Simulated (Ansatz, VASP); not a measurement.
# Cu4Sn: VASP beside Ansatz

```
CELL_PARAMETERS angstrom
2.93814 0.00000 0.00000
-1.46907 2.54451 0.00000
0.00000 0.00000 20.29966
ATOMIC_POSITIONS crystal
Cu 0.33333 0.66667 0.86189
Cu 0.33333 0.66667 0.04609
Cu 0.33333 0.66667 0.45391
Cu 0.33333 0.66667 0.63811
Cu 0.66667 0.33333 0.95391
Cu 0.66667 0.33333 0.13811
Cu 0.66667 0.33333 0.36189
Cu 0.66667 0.33333 0.54609
Sn 0.33333 0.66667 0.25000
Sn 0.66667 0.33333 0.75000
```

Alike in both runs: functional PBE; k mesh 12 × 12 × 2; occupations gaussian, width 0.1 eV; no spin polarisation.

Ansatz relaxed the structure, and its values are those at the end. VASP's run is a single point on that final structure, the one shown.

|  | VASP | Ansatz |
| --- | --- | --- |
| version | VASP 6.6.1 | Ansatz 0.2.0 |
| potentials or method | VASP PAW PBE potentials, release 64 (Cu, Sn_d), cutoff 520 eV | scalar-relativistic, plane waves, PAW |
| valence electrons in the cell | 116 | 180 |

```tsv
	VASP	Ansatz	Ansatz less VASP
gap on the k mesh at the Fermi level (eV)	none	none	-
pressure (GPa)	0.3	0.0	-0.26
```

A gap of «none» marks a metal or a gap that the smearing closes. VASP's potentials hold 116 valence electrons a cell and Ansatz's 180, so a difference there can come from the potentials and not from the codes.
